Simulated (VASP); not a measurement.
Wanted: the native input for a VASP 6.6.1 run.

```yaml
Task: single point
Functional: PBE
Potentials_or_basis: VASP PAW PBE potentials, release 64 (Se, Li_sv)
Cutoff: 750 eV
k_mesh: 6 × 6 × 6
Occupations: gaussian, width 0.01 eV
Spin: no spin polarisation
Dipole_correction: no
Further_INCAR_settings: ALGO = Normal; EDIFF = 1e-06; NBANDS = 13
```

The structure of Li2Se lies in POSCAR:

```
Li2Se
1.0
    0.0000000000      2.9935210614      2.9935210614
    2.9935210614      0.0000000000      2.9935210614
    2.9935210614      2.9935210614      0.0000000000
Se Li
1 2
Direct
    0.0000000000      0.0000000000      0.0000000000
    0.2500000000      0.2500000000      0.2500000000
    0.7500000000      0.7500000000      0.7500000000
```

These files were run (other wordings do the same):

INCAR

```
PREC     = Accurate       # precision mode
ENCUT    = 750            # plane-wave cutoff, eV
EDIFF    = 1E-6           # SCF threshold, eV
ISMEAR   = 0              # smearing method
SIGMA    = 0.01           # smearing width, eV
LREAL    = F              # projectors in reciprocal space
LASPH    = T              # aspherical terms in the spheres
NELM     = 120            # most SCF steps
ALGO     = Normal         # electronic algorithm
ISIF     = 2              # what is computed and relaxed
LWAVE    = F              # write WAVECAR
LCHARG   = T              # write CHGCAR
GGA      = PE             # functional
LELF     = T              # ELF
LVHAR    = T            
NBANDS   = 13             # bands
GGA_COMPAT= F
```

KPOINTS

```
regular mesh
0
Gamma
  6 6 6
```

Potentials or basis: VASP PAW PBE potentials, release 64 (Se, Li_sv).

Run with:

```bash
$ cat potpaw_PBE.64/Se/POTCAR potpaw_PBE.64/Li_sv/POTCAR > POTCAR
$ mpirun -np 1 vasp_std > vasp.out
```

Results of the run:

- Pressure: 0.3 GPa
- Band gap on the k mesh: 2.97 eV, indirect (least direct gap 3.42 eV)

Run time: 23 s on 1 thread of Intel(R) Xeon(R) Platinum 8259CL CPU @ 2.50GHz (Skylake/Cascade Lake) (shared host), peak memory 0.24 GiB.
